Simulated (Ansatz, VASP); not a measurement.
# Mg7O in VASP and in Ansatz

Contents of INCAR:

```
SYSTEM = Mg7O
PREC = Accurate
ENCUT = 600
EDIFF = 1E-6
ISMEAR = 0
SIGMA = 0.1
LREAL = .FALSE.
LASPH = .TRUE.
NELM = 80
ALGO = Normal
ISIF = 3
LWAVE = .FALSE.
LCHARG = .FALSE.
GGA = PE
IBRION = 2
NSW = 90
EDIFFG = -0.04
```

File KPOINTS:

```
Automatic mesh
0
G
  6 6 4
  0 0 0
```

The input POSCAR:

```
Mg7O
1.0
    4.6996220800      0.0000000000      0.0000000000
   -2.3498110400      4.0699921100      0.0000000000
    0.0000000000      0.0000000000      6.5309487900
Mg O
7 1
Direct
    0.5000000000      0.0000000000      0.7803368200
    0.0000000000      0.5000000000      0.7803368200
    0.5000000000      0.5000000000      0.7803368200
    0.0000000000      0.5000000000      0.2196631800
    0.5000000000      0.0000000000      0.2196631800
    0.5000000000      0.5000000000      0.2196631800
    0.0000000000      0.0000000000      0.5000000000
    0.0000000000      0.0000000000      0.0000000000
```

Input for Ansatz:

```yaml
crystal:
  lattice:
    - [4.69962208, 0.0, 0.0]
    - [-2.34981104, 4.06999211, 0.0]
    - [0.0, 0.0, 6.53094879]
  atoms:
    - { symbol: Mg, position: [0.5, 0.0, 0.78033682] }
    - { symbol: Mg, position: [0.0, 0.5, 0.78033682] }
    - { symbol: Mg, position: [0.5, 0.5, 0.78033682] }
    - { symbol: Mg, position: [0.0, 0.5, 0.21966318] }
    - { symbol: Mg, position: [0.5, 0.0, 0.21966318] }
    - { symbol: Mg, position: [0.5, 0.5, 0.21966318] }
    - { symbol: Mg, position: [0.0, 0.0, 0.5] }
    - { symbol: O, position: [0.0, 0.0, 0.0] }
basis:
  ecutwfc: 420
kpoints:
  mp_grid: { grid: [6, 6, 4] }
hamiltonian:
  xc: pbe
scf:
  occupations: { method: gaussian, width: 0.1 }
  lower_state_search: "off"
output:
  forces: true
  stress: true
  eigenvalues: true
relax:
  adjacent_minimum: "off"
  f_tol: 0.04
  max_steps: 70
  cell: { stress_tol: 0.4 }
```

Alike in both runs: task relaxation of cell and atoms; functional PBE; k mesh 6 × 6 × 4; occupations gaussian, width 0.1 eV; no spin polarisation.

|  | VASP | Ansatz |
| --- | --- | --- |
| version | VASP 6.6.1 | Ansatz 0.2.0 |
| potentials or method | VASP PAW PBE potentials, release 64 (Mg, O), cutoff 600 eV | scalar-relativistic, plane waves, PAW |
| valence electrons in the cell | 20 | 76 |

```csv
,VASP,Ansatz,Ansatz less VASP
"gap on the k mesh at the Fermi level, each at its own relaxed structure (eV)",none,none,-
relaxed volume (Å³/atom),20.90,21.20,+0.293
relaxed cell length with the largest relative difference (Å),5.724,5.751,+0.0271
```

A gap of «none» marks a metal or a gap that the smearing closes. VASP's potentials hold 20 valence electrons a cell and Ansatz's 76, so a difference there can come from the potentials and not from the codes.

Noted on VASP's run: the volume moved by over 15 % at a fixed basis, so the end points are rough.
